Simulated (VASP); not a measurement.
# W (P2_13) in VASP: single point with PBE

Aim: the single point of W with PBE.

All numbers are computed with VASP 6.6.1; they aren't measurements. Logs are shortened: lines on timing, memory, paths and dates and some standing lists are left out, and cuts for length are marked.

## 1. The cell of the first run

The typed cell holds 4 atoms: a = 4.040 Å, b = 4.040 Å, c = 4.040 Å, α = 90.00°, β = 90.00°, γ = 90.00°.

This isn't the form of W at room conditions, which is bcc.

## 2. Single point, PBE

INCAR

```
  PREC = Accurate
  ENCUT = 520
  EDIFF = 1E-6
  ISMEAR = 0
  SIGMA = 0.1
  LREAL = False
  LASPH = True
  NELM = 60
  ALGO = Fast
  ISIF = 2
  LWAVE = False
  LCHARG = False
  GGA = PE
  NBANDS = 36
```

KPOINTS

```
Automatic mesh
0
Gamma
  4 4 4
```

POSCAR

```
W
1.0
    4.0396107136      0.0000000000      0.0000000000
    0.0000000000      4.0396107136      0.0000000000
    0.0000000000      0.0000000000      4.0396107136
W
4
Direct
    0.0001355630      0.0001355630      0.0001355630
    0.4998644370      0.9998644370      0.5001355630
    0.5001355630      0.4998644370      0.9998644370
    0.9998644370      0.5001355630      0.4998644370
```

Potentials or basis: VASP PAW PBE potentials, release 64 (W_sv).

On the command line:

```bash
cat potpaw_PBE.64/W_sv/POTCAR > POTCAR
mpirun -np 1 vasp_std > vasp.out
```

OUTCAR:

```text
PREC = Accurate
   ENCUT = 520
   EDIFF = 1E-6
   ISMEAR = 0
   LREAL = False
   LASPH = True
   NELM = 60
   ISIF = 2
   GGA = PE

 ion  position               nearest neighbor table
   1  0.000  0.000  0.000-   2 2.86   3 2.86   4 2.86   2 2.86   4 2.86   3 2.86   4 2.86   4 2.86
                             2 2.86   3 2.86   2 2.86   3 2.86
   2  0.500  1.000  0.500-   1 2.86   3 2.86   4 2.86   1 2.86   3 2.86   4 2.86   1 2.86   3 2.86
                             1 2.86   3 2.86   4 2.86   4 2.86
   3  0.500  0.500  1.000-   1 2.86   2 2.86   4 2.86   4 2.86   2 2.86   1 2.86   2 2.86   1 2.86
                             1 2.86   2 2.86   4 2.86   4 2.86
   4  1.000  0.500  0.500-   1 2.86   2 2.86   3 2.86   3 2.86   1 2.86   2 2.86   3 2.86   1 2.86
                             3 2.86   2 2.86   1 2.86   2 2.86

  LATTYP: Found a simple cubic cell.
 ALAT       =     4.0396107136

  Lattice vectors:

 A1 = (   4.0396107136,   0.0000000000,   0.0000000000)
 A2 = (   0.0000000000,   4.0396107136,   0.0000000000)
 A3 = (   0.0000000000,   0.0000000000,   4.0396107136)

Analysis of symmetry for initial positions (statically):
=====================================================================
 Subroutine PRICEL returns:
 Original cell was already a primitive cell.

 Routine SETGRP: Setting up the symmetry group for a
 simple cubic supercell.

 Subroutine GETGRP returns: Found 12 space group operations
 (whereof  3 operations were pure point group operations)
 out of a pool of 48 trial point group operations.

The static configuration has the point symmetry C_3 .
 The point group associated with its full space group is T   .

Analysis of symmetry for dynamics (positions and initial velocities):
=====================================================================
 Subroutine PRICEL returns:
 Original cell was already a primitive cell.

 Routine SETGRP: Setting up the symmetry group for a
 simple cubic supercell.

 Subroutine GETGRP returns: Found 12 space group operations
 (whereof  3 operations were pure point group operations)
 out of a pool of 48 trial point group operations.

The dynamic configuration has the point symmetry C_3 .
 The point group associated with its full space group is T   .

 Subroutine INISYM returns: Found 12 space group operations
 (whereof  3 operations are pure point group operations),
 and found     1 'primitive' translations

----------------------------------------------------------------------------------------

                                     Primitive cell

  volume of cell :      65.9202

  direct lattice vectors                    reciprocal lattice vectors
     4.039610714  0.000000000  0.000000000     0.247548606  0.000000000  0.000000000
     0.000000000  4.039610714  0.000000000     0.000000000  0.247548606  0.000000000
     0.000000000  0.000000000  4.039610714     0.000000000  0.000000000  0.247548606

  length of vectors
     4.039610714  4.039610714  4.039610714     0.247548606  0.247548606  0.247548606

  position of ions in fractional coordinates (direct lattice)
     0.000135563  0.000135563  0.000135563
     0.499864437  0.999864437  0.500135563
     0.500135563  0.499864437  0.999864437
     0.999864437  0.500135563  0.499864437

  ion indices of the primitive-cell ions
   primitive index   ion index
                 1           1
                 2           2
                 3           3
                 4           4

----------------------------------------------------------------------------------------

 KPOINTS: Automatic mesh

Automatic generation of k-mesh.
 Grid dimensions read from file:
 generate k-points for:    4    4    4

 Generating k-lattice:

  Cartesian coordinates                     Fractional coordinates (reciprocal lattice)
     0.061887151  0.000000000  0.000000000     0.250000000  0.000000000  0.000000000
     0.000000000  0.061887151  0.000000000     0.000000000  0.250000000  0.000000000
     0.000000000  0.000000000  0.061887151     0.000000000  0.000000000  0.250000000

  Length of vectors
     0.061887151  0.061887151  0.061887151

  Shift w.r.t. Gamma in fractional coordinates (k-lattice)
     0.000000000  0.000000000  0.000000000

 Subroutine IBZKPT returns following result:
 ===========================================

 Found     11 irreducible k-points:

 Following reciprocal coordinates:
            Coordinates               Weight
  0.000000  0.000000  0.000000      1.000000
  0.250000  0.000000  0.000000      6.000000
  0.500000  0.000000  0.000000      3.000000
  0.250000  0.250000  0.000000     12.000000
  0.500000  0.250000  0.000000      6.000000
 -0.250000  0.500000  0.000000      6.000000
  0.500000  0.500000  0.000000      3.000000
  0.250000  0.250000  0.250000      8.000000
  0.500000  0.250000  0.250000     12.000000
  0.500000  0.500000  0.250000      6.000000
  0.500000  0.500000  0.500000      1.000000
   k-points           NKPTS =     11   k-points in BZ     NKDIM =     11   number of bands    NBANDS=     36
   number of dos      NEDOS =    301   number of ions     NIONS =      4
   total plane-waves  NPLWV =  27000
   dimension x,y,z NGX =    30 NGY =   30 NGZ =   30
   dimension x,y,z NGXF=    60 NGYF=   60 NGZF=   60
   ions per type =               4
   NGX,Y,Z   is equivalent  to a cutoff of  12.35, 12.35, 12.35 a.u.
   NGXF,Y,Z  is equivalent  to a cutoff of  24.69, 24.69, 24.69 a.u.
 SYSTEM =  unknown system
   PREC   = accura    normal or accurate (medium, high low for compatibility)
   ISTART =      0    job   : 0-new  1-cont  2-samecut
   ICHARG =      2    charge: 1-file 2-atom 10-const
   ISPIN  =      1    spin polarized calculation?
   LNONCOLLINEAR =      F non collinear calculations
   LSORBIT =      F    spin-orbit coupling
   LASPH  =      T    aspherical Exc in radial PAW
   ENCUT  =  520.0 eV  38.22 Ry    6.18 a.u.   7.51  7.51  7.51*2*pi/ulx,y,z
   NELM   =     60;   NELMIN=  2; NELMDL= -5     # of ELM steps
   EDIFF  = 0.1E-05   stopping-criterion for ELM
   LREAL  =      F    real-space projection
   EDIFFG = 0.1E-04   stopping-criterion for IOM
   NSW    =      0    number of steps for IOM
   IBRION =     -1    ionic relax: 0-MD 1-quasi-New 2-CG
   NFREE  =      0    steps in history (QN), initial steepest desc. (CG)
   ISIF   =      2    stress and relaxation
   ISYM   =      2    0-nonsym 1-usesym 2-fastsym
   POTIM  = 0.5000    time-step for ionic-motion
   TEBEG  =    0.0;   TEEND  =   0.0 temperature during run
   PSTRESS=    0.0 pullay stress
   NELECT =      56.0000    total number of electrons
   NUPDOWN=      -1.0000    fix difference up-down
   EMIN   =  10.00;   EMAX   =-10.00  energy-range for DOS
   EFERMI =   0.00;   METHOD = LEGACY
   ISMEAR =     0;   SIGMA  =   0.10  broadening in eV -4-tet -1-fermi 0-gaus
   EFERMI_NEDOS =   21; number of points for ismear=-14 and -15
   IALGO  =     68    algorithm
   IMIX   =      4    mixing-type and parameters
     AMIX     =   0.40;   BMIX     =  1.00
     AMIX_MAG =   1.60;   BMIX_MAG =  1.00
  volume/ion in A,a.u.               =      16.48       111.21
  Fermi-wavevector in a.u.,A,eV,Ry     =   1.550475  2.929972 32.708018  2.403972
  Thomas-Fermi vector in A             =   2.655133
   LORBIT       =      0    0 simple, 1 ext, 2 COOP (PROOUT), +10 PAW based schemes
   GGA     = PE    functional components
   LHFCALC =     F    Hartree Fock is set to
   AEXX    =    0.0000 exact exchange contribution
   IVDW    =     0    specifies the selected vdW correction
   LEPSILON=     F    determine dielectric tensor
   LRPA    =     F    only Hartree local field effects (RPA)
 non-spin polarized calculation
 RMM-DIIS sequential band-by-band and
 Gauss-broadening in eV      SIGMA  =   0.10
  energy-cutoff  :      520.00
  volume of cell :       65.92
 maximum number of plane-waves:      1800
   NGX = 15   NGY = 15   NGZ = 15

 number of electron      55.9999988 magnetization

 Free energy of the ion-electron system (eV)
  ---------------------------------------------------
  ext. energy  EPLUGINS =         0.00000000
  ---------------------------------------------------
  free energy    TOTEN  =       -49.89602846 eV

  energy without entropy =      -49.85786391  energy(sigma->0) =      -49.87694619

 E-fermi :  10.3720     XC(G=0): -13.4146

 val. band max:       10.3254317262   @ k =   0.2500   0.2500   0.0000
 cond. band min:      10.4151706721   @ k =   0.2500   0.0000   0.0000
 fundamental gap:      0.0897389459
 Fermi energy:        10.3719708529

 k-point     1 :       0.0000    0.0000    0.0000
  band No.  band energies     occupation
      1     -63.2649      2.00000
      2     -63.1265      2.00000
      3     -63.1265      2.00000
      4     -63.1265      2.00000
      5     -27.9576      2.00000
      6     -27.9576      2.00000
[... 28 lines left out ...]
     35      16.1591      0.00000
     36      16.1591      0.00000

 k-point     2 :       0.2500    0.0000    0.0000
  band No.  band energies     occupation
      1     -63.2447      2.00000
      2     -63.1468      2.00000
      3     -63.1264      2.00000
      4     -63.1264      2.00000
      5     -27.8663      2.00000
      6     -27.8663      2.00000
[... 28 lines left out ...]
     35      14.3849      0.00000
     36      14.9779      0.00000

 k-point     3 :       0.5000    0.0000    0.0000
  band No.  band energies     occupation
      1     -63.1959      2.00000
      2     -63.1959      2.00000
      3     -63.1263      2.00000
      4     -63.1263      2.00000
      5     -27.6409      2.00000
      6     -27.6409      2.00000
[... 28 lines left out ...]
     35      14.0676      0.00000
     36      14.0676      0.00000
[... 235 lines left out ...]
 k-point    10 :       0.5000    0.5000    0.2500
  band No.  band energies     occupation
      1     -63.1609      2.00000
      2     -63.1609      2.00000
      3     -63.1607      2.00000
      4     -63.1607      2.00000
      5     -27.9090      2.00000
      6     -27.9090      2.00000
[... 28 lines left out ...]
     35      14.2744      0.00000
     36      14.2744      0.00000

 k-point    11 :       0.5000    0.5000    0.5000
  band No.  band energies     occupation
      1     -63.1607      2.00000
      2     -63.1607      2.00000
      3     -63.1607      2.00000
      4     -63.1607      2.00000
      5     -28.0282      2.00000
      6     -28.0282      2.00000
[... 28 lines left out ...]
     35      15.4361      0.00000
     36      15.4361      0.00000

------------------------ aborting loop because EDIFF is reached ----------------------------------------

  FORCE on cell =-STRESS in cart. coord.  units (eV):
  Direction    XX          YY          ZZ          XY          YZ          ZX
  --------------------------------------------------------------------------------------
  -------------------------------------------------------------------------------------
  Total        0.1258233      0.1258233      0.1258233      0.0000000      0.0000000     -0.0000000
  in kB        3.0581110      3.0581110      3.0581110      0.0000000      0.0000000     -0.0000000
  external PRESSURE =       3.0581110 kB  Pullay stress =       0.0000000 kB

 VOLUME and BASIS-vectors are now :
 -----------------------------------------------------------------------------
  energy-cutoff  :      520.00
  volume of cell :       65.92
      direct lattice vectors                 reciprocal lattice vectors
     4.039610714  0.000000000  0.000000000     0.247548606  0.000000000  0.000000000
     0.000000000  4.039610714  0.000000000     0.000000000  0.247548606  0.000000000
     0.000000000  0.000000000  4.039610714     0.000000000  0.000000000  0.247548606

 POSITION                                       TOTAL-FORCE (eV/Angst)
 -----------------------------------------------------------------------------------
      0.00055      0.00055      0.00055        -0.004392     -0.004392     -0.004392
      2.01926      4.03906      2.02035         0.004392      0.004392     -0.004392
      2.02035      2.01926      4.03906        -0.004392      0.004392      0.004392
      4.03906      2.02035      2.01926         0.004392     -0.004392      0.004392
 -----------------------------------------------------------------------------------
    total drift:                                0.000000      0.000000      0.000000

  FREE ENERGIE OF THE ION-ELECTRON SYSTEM (eV)
  ---------------------------------------------------
  free  energy   TOTEN  =       -49.8960284646 eV

  energy  without entropy=      -49.8578639098  energy(sigma->0) =      -49.87694619
```

Run time: 28 s. Hardware: 1 thread of Intel Xeon Platinum 8559C (Emerald Rapids), shared host; peak memory 0.16 GiB.

What came out:

```
Free energy            : -49.8960 eV
Pressure               : 0.3 GPa
Largest force          : 0.008 eV/Å
Band gap on the k mesh : zero (bands 28 and 29 overlap by 2.77 eV)
```

Forces on the atoms (eV/Å):
```
W   -0.004 -0.004 -0.004
W    0.004  0.004 -0.004
W   -0.004  0.004  0.004
W    0.004 -0.004  0.004
```

Levels at points of the mesh, in eV from the Fermi level:
```
           k point  band 24  band 25  band 26  band 27  band 28  band 29  band 30  band 31  band 32  band 33
(0.00, 0.00, 0.00)    -0.50    -0.50    -0.50     2.61     2.61     3.08     3.08     3.08     5.03     5.03
(0.50, 0.00, 0.00)    -1.95    -1.95    -1.95    -0.06    -0.06     1.33     1.33     1.62     1.62     1.62
(0.50, 0.50, 0.00)    -2.02    -1.78    -1.78    -1.77    -1.77     0.92     0.92     0.92     0.92     2.29
(0.50, 0.50, 0.50)    -0.72    -0.72    -0.72    -0.72    -0.72     0.68     0.68     0.68     0.68     5.06
```

Caveat: the k points lie up to 0.39 Å⁻¹ apart, too coarse for converged energies and pressures of a metal; spin-orbit coupling is left out, which moves the levels of the heavy elements.

The gap in the log of VASP goes by the Fermi energy; the results here count the filled bands.